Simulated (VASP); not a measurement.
# AlN (b) (Cmc2_1) in VASP: further runs, part 2 of 2

VASP 6.6.1. The steps go on from the part before.

### Step 4. Single point, PBE

INCAR reads:

```
  PREC = Accurate
  ENCUT = 600
  EDIFF = 1E-6
  ISMEAR = 0
  SIGMA = 0.02
  LREAL = F
  LASPH = T
  NELM = 120
  ALGO = Normal
  ISIF = 2
  LWAVE = F
  LCHARG = T
  GGA = PE
  LELF = T
  LVHAR = T
  NBANDS = 26
  GGA_COMPAT = F
```

KPOINTS reads:

```
Automatic mesh
0
Gamma
  8 6 4
```

POSCAR reads:

```
AlN
1.0
    3.0919395494      0.0000000000      0.0000000000
    0.0000000000      5.0742811848      0.0000000000
    0.0000000000      0.0000000000      5.4285464429
Al N
4 4
Direct
    0.0000000000      0.0003442194      0.3337015339
    0.5000000000      0.0003442194      0.8337015339
    0.5000000000      0.5003442194      0.1662984661
    0.0000000000      0.5003442194      0.6662984661
    0.0000000000      0.6216557806      0.3346015588
    0.5000000000      0.6216557806      0.8346015588
    0.5000000000      0.1216557806      0.1653984412
    0.0000000000      0.1216557806      0.6653984412
```

Potentials or basis: VASP PAW PBE potentials, release 64 (Al, N).

Run with:

```
> cat potpaw_PBE.64/Al/POTCAR potpaw_PBE.64/N/POTCAR > POTCAR
> mpirun -np 1 vasp_std > vasp.out
```

OUTCAR:

```text
PREC = Accurate
   ENCUT = 600
   EDIFF = 1E-6
   ISMEAR = 0
   LREAL = F
   LASPH = T
   NELM = 120
   ISIF = 2
   GGA = PE

 ion  position               nearest neighbor table
   1  0.000  0.000  0.334-   7 1.90   7 1.90   8 1.90   5 1.92   3 3.11   3 3.11   3 3.11   3 3.11
                             4 3.11   4 3.11   2 3.12   2 3.12   2 3.12   2 3.12
   2  0.500  0.000  0.834-   8 1.90   8 1.90   7 1.90   6 1.92   4 3.11   4 3.11   4 3.11   4 3.11
                             3 3.11   3 3.11   1 3.12   1 3.12   1 3.12   1 3.12
   3  0.500  0.500  0.166-   5 1.90   5 1.90   6 1.90   7 1.92   1 3.11   1 3.11   1 3.11   1 3.11
                             2 3.11   2 3.11   4 3.12   4 3.12   4 3.12   4 3.12
   4  0.000  0.500  0.666-   6 1.90   6 1.90   5 1.90   8 1.92   2 3.11   2 3.11   2 3.11   2 3.11
                             1 3.11   1 3.11   3 3.12   3 3.12   3 3.12   3 3.12
   5  0.000  0.622  0.335-   3 1.90   3 1.90   4 1.90   1 1.92
   6  0.500  0.622  0.835-   4 1.90   4 1.90   3 1.90   2 1.92
   7  0.500  0.122  0.165-   1 1.90   1 1.90   2 1.90   3 1.92
   8  0.000  0.122  0.665-   2 1.90   2 1.90   1 1.90   4 1.92

  LATTYP: Found a simple orthorhombic cell.
 ALAT       =     3.0919395494
 B/A-ratio  =     1.6411320803
 C/A-ratio  =     1.7557091127

[... 221 lines left out ...]
      2      -7.1946      2.00000
      3      -7.0871      2.00000
      4      -6.5400      2.00000
      5      -0.0044      2.00000
      6       0.5547      2.00000
[... 685 lines left out ...]
     25      16.5086      0.00000
     26      16.8416      0.00000

 [... further k-points ...]

------------------------ aborting loop because EDIFF is reached ----------------------------------------

  FORCE on cell =-STRESS in cart. coord.  units (eV):
  Direction    XX          YY          ZZ          XY          YZ          ZX
  --------------------------------------------------------------------------------------
  -------------------------------------------------------------------------------------
  Total        1.6288676     -1.8010891     -0.2116516      0.0000000      0.0000000      0.0000000
  in kB       30.6413061    -33.8810382     -3.9814670      0.0000000      0.0000000      0.0000000
  external PRESSURE =      -2.4070664 kB  Pullay stress =       0.0000000 kB

 VOLUME and BASIS-vectors are now :
 -----------------------------------------------------------------------------
  energy-cutoff  :      600.00
  volume of cell :       85.17
      direct lattice vectors                 reciprocal lattice vectors
     3.091939549  0.000000000  0.000000000     0.323421588  0.000000000  0.000000000
     0.000000000  5.074281185  0.000000000     0.000000000  0.197072248  0.000000000
     0.000000000  0.000000000  5.428546443     0.000000000  0.000000000  0.184211374

 POSITION                                       TOTAL-FORCE (eV/Angst)
 -----------------------------------------------------------------------------------
      0.00000      0.00175      1.81151         0.000000     -0.000963      0.000311
      1.54597      0.00175      4.52579         0.000000     -0.000963      0.000311
      1.54597      2.53889      0.90276         0.000000     -0.000963     -0.000311
      0.00000      2.53889      3.61703         0.000000     -0.000963     -0.000311
      0.00000      3.15446      1.81640        -0.000000      0.000963      0.000420
      1.54597      3.15446      4.53067        -0.000000      0.000963      0.000420
      1.54597      0.61732      0.89787         0.000000      0.000963     -0.000420
      0.00000      0.61732      3.61215        -0.000000      0.000963     -0.000420
 -----------------------------------------------------------------------------------
    total drift:                                0.000000     -0.001648     -0.000002

  FREE ENERGIE OF THE ION-ELECTRON SYSTEM (eV)
  ---------------------------------------------------
  free  energy   TOTEN  =       -59.5472627186 eV

  energy  without entropy=      -59.5472627186  energy(sigma->0) =      -59.54726272
```

Wall time 2.4 min (1 thread of Intel Xeon 6975P-C, shared host); peak memory 0.29 GiB.

What came out:

| Property | Result |
| --- | --- |
| Free energy | -59.5473 eV |
| Pressure | -0.2 GPa |
| Band gap on the k mesh | 4.12 eV |

Levels at points of the mesh, in eV from the valence-band top:
```
           k point  band 12  band 13  band 14  band 15  band 16  band 17  band 18  band 19  band 20  band 21
(0.00, 0.00, 0.00)    -0.60    -0.49    -0.11    -0.02     0.00     4.12     5.79     6.05     6.75     8.21
(0.50, 0.00, 0.00)    -2.72    -1.71    -1.71    -1.33    -1.33     5.69     5.69     7.84     7.84     8.84
(0.00, 0.50, 0.00)    -1.20    -0.42    -0.42    -0.32    -0.32     5.30     5.30     6.45     6.45     9.30
(0.50, 0.50, 0.00)    -2.81    -0.93    -0.93    -0.93    -0.93     6.56     6.56     6.56     6.56     8.98
(0.00, 0.00, 0.50)    -1.27    -0.41    -0.41    -0.22    -0.22     6.16     6.16     7.74     7.74     8.06
(0.50, 0.00, 0.50)    -1.93    -1.66    -1.66    -0.62    -0.62     5.71     5.71     5.88     5.88     8.08
(0.00, 0.50, 0.50)    -1.56    -0.79    -0.79    -0.79    -0.79     6.54     6.54     6.54     6.54     9.55
(0.50, 0.50, 0.50)    -1.34    -1.31    -1.31    -1.31    -1.31     5.27     5.27     5.27     5.27     9.20
```

As with any semilocal functional, this PBE gap is likely too small.

### Step 5. The runs side by side

| cell | k mesh | smearing | gap on the mesh (eV) | pressure (GPa) | largest force (eV/Å) |
| --- | --- | --- | --- | --- | --- |
| a = 3.092, b = 5.074, c = 5.426 Å, 8 atoms | 6 × 4 × 4 | gaussian 0.1 eV | 4.08 | -0.1 | 0.21 |
| a = 3.092, b = 5.074, c = 5.426 Å, 8 atoms | 8 × 6 × 4 | gaussian 0.02 eV | 4.08 | -0.1 | 0.22 |
| a = 3.092, b = 5.074, c = 5.429 Å, 8 atoms | 8 × 6 × 4 | gaussian 0.02 eV | 4.12 | -0.2 | - |

Alike in all rows: task single point; level PBE; potentials or basis VASP PAW PBE potentials, release 64 (Al, N); no spin polarisation; cutoff (eV) 600.

Total energies depend on the potentials used, so only differences within one code and one set of settings carry meaning.
